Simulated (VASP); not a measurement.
Here is a VASP 6.6.1 calculation.

Contents of POSCAR:

```
BP
1.0
    2.7080526438      0.0000000000      0.0000000000
    0.0000000000      2.7080526438      0.0000000000
    0.0000000000      0.0000000000      2.7080526438
B P
1 1
Direct
    0.0000000000      0.0000000000      0.0000000000
    0.5000000000      0.5000000000      0.5000000000
```

File INCAR.step1:

```
SYSTEM = BP
PREC = Accurate
ENCUT = 520
ISMEAR = -1
SIGMA = 0.02
LREAL = .False.
LASPH = .True.
NELM = 80
NBANDS = 11
GGA = PE
ALGO = Normal
EDIFF = 1E-4
LWAVE = .True.
LCHARG = .False.
```

The input INCAR.step2:

```
SYSTEM = BP
PREC = Accurate
ENCUT = 520
EDIFF = 1E-6
ISMEAR = -1
SIGMA = 0.02
LREAL = .False.
LASPH = .True.
NELM = 80
ALGO = Normal
ISIF = 2
LWAVE = .False.
LCHARG = .False.
METAGGA = R2SCAN
LMIXTAU = .True.
LUSE_VDW = .True.
IVDW_NL = 2
BPARAM = 11.95
CPARAM = 0.0093
NBANDS = 11
ISTART = 1
```

KPOINTS

```
Automatic mesh
0
Gamma
  6 6 6
  0 0 0
```

Potentials or basis: VASP PAW PBE potentials, release 64 (B, P).

The run is started by

```console
$ cat potpaw_PBE.64/B/POTCAR potpaw_PBE.64/P/POTCAR > POTCAR
$ cp INCAR.step1 INCAR
$ mpirun -np 1 vasp_std > vasp.out
$ cp INCAR.step2 INCAR
$ mpirun -np 1 vasp_std > vasp.out
```

(1) What does it give for the pressure?

(2) Estimate the band gap on the k mesh.

## Answers

(1) 3.4 GPa.

(2) zero (band 4 reaches 13.37 eV, above the bottom of band 5 at 6.93 eV).

Caveat: the k points lie up to 0.39 Å⁻¹ apart; the PAW data sets were made with another functional, which shifts forces and pressure a little.
